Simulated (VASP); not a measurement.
# W: single point with PBEsol

Slab: W, a slab with vacuum.

```
W
1.0
     4.46094    0.00000    0.00000
    -2.23047    3.86329    0.00000
     0.00000    0.00000   25.01644
W
12
Direct
  0.66667 0.33333 0.29980
  0.33333 0.66667 0.33620
  0.00000 0.00000 0.37260
  0.66667 0.33333 0.40900
  0.33333 0.66667 0.44540
  0.00000 0.00000 0.48180
  0.66667 0.33333 0.51820
  0.33333 0.66667 0.55460
  0.00000 0.00000 0.59100
  0.66667 0.33333 0.62740
  0.33333 0.66667 0.66380
  0.00000 0.00000 0.70020
```

- Program: VASP 6.6.1
- Task: single point
- Functional: PBEsol
- Potentials or basis: VASP PAW PBE potentials, release 64 (W_sv)
- Cutoff: 520 eV
- k mesh: 9 × 9 × 1
- Occupations: gaussian, width 0.1 eV
- Spin: no spin polarisation
- Dipole correction: yes
- Further INCAR settings: ALGO = Normal; EDIFF = 1e-06; NBANDS = 96

```yaml
Largest_force: 2.743 eV/Å
Band_gap_on_the_k_mesh: zero (band 84 reaches 2.71 eV, above the bottom of band 85 at 2.60 eV)
```

Forces on the atoms (eV/Å):
```
W    0.000  0.000  2.743
W    0.000  0.000  0.097
W    0.000  0.000 -1.288
W    0.000  0.000 -1.102
W    0.000  0.000 -0.679
W    0.000  0.000  0.020
W    0.000  0.000 -0.020
W    0.000  0.000  0.679
W    0.000  0.000  1.102
W    0.000  0.000  1.288
W    0.000  0.000 -0.097
W    0.000  0.000 -2.743
```

Levels at points of the mesh, in eV from the Fermi level:
```csv
k point,band 81,band 82,band 83,band 84,band 85,band 86,band 87,band 88
"(0.00, 0.00, 0.00)",-1.15,-1.15,-0.90,-0.40,-0.10,0.99,1.38,1.59
```

Run time: 27 min on 1 thread of AMD EPYC 7R13 Processor (Zen 3), with other jobs on the host, peak memory 0.68 GiB.

Caveat: the PAW data sets were made with another functional, which shifts forces and pressure a little; spin-orbit coupling is left out, which moves the levels of the heavy elements.
